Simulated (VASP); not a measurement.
**InAs (dlda): single point with LDA**

Crystal: InAs (dlda).

```
In As
1.0
     0.00000    3.01302    3.01302
     3.01302    0.00000    3.01302
     3.01302    3.01302    0.00000
In As
1 1
Direct
  0.25000 0.25000 0.25000
  0.00000 0.00000 0.00000
```

- Program: VASP 6.6.1
- Task: single point
- Functional: LDA
- Potentials or basis: VASP PAW LDA potentials, release 64 (In_d, As)
- Cutoff: 520 eV
- k mesh: 12 × 12 × 12
- Occupations: fermi-dirac, width 0.15 eV
- Spin: no spin polarisation
- Dipole correction: no
- Further INCAR settings: ALGO = Normal; EDIFF = 1e-06; NBANDS = 16

| Property | Result |
| --- | --- |
| Pressure | 0.2 GPa |
| Band gap on the k mesh | zero (filled and empty bands touch) |

Levels at points of the mesh, in eV from the Fermi level:
| k point | band 5 | band 6 | band 7 | band 8 | band 9 | band 10 | band 11 | band 12 | band 13 | band 14 |
| --- | --- | --- | --- | --- | --- | --- | --- | --- | --- | --- |
| (0.00, 0.00, 0.00) | -14.61 | -12.35 | -0.71 | -0.37 | -0.37 | -0.37 | 3.46 | 3.46 | 3.46 | 6.95 |
| (0.50, 0.00, 0.00) | -14.60 | -10.84 | -6.26 | -1.38 | -1.38 | 0.46 | 4.25 | 4.25 | 6.33 | 8.54 |
| (0.50, 0.50, 0.00) | -14.59 | -10.28 | -6.33 | -2.75 | -2.75 | 1.04 | 1.59 | 8.70 | 8.84 | 8.84 |

It took 35 s on 1 thread of Intel(R) Xeon(R) Platinum 8259CL CPU @ 2.50GHz (Skylake/Cascade Lake), with other jobs on the host, peak memory 0.19 GiB.

Caveat: spin-orbit coupling is left out, which moves the levels of the heavy elements.
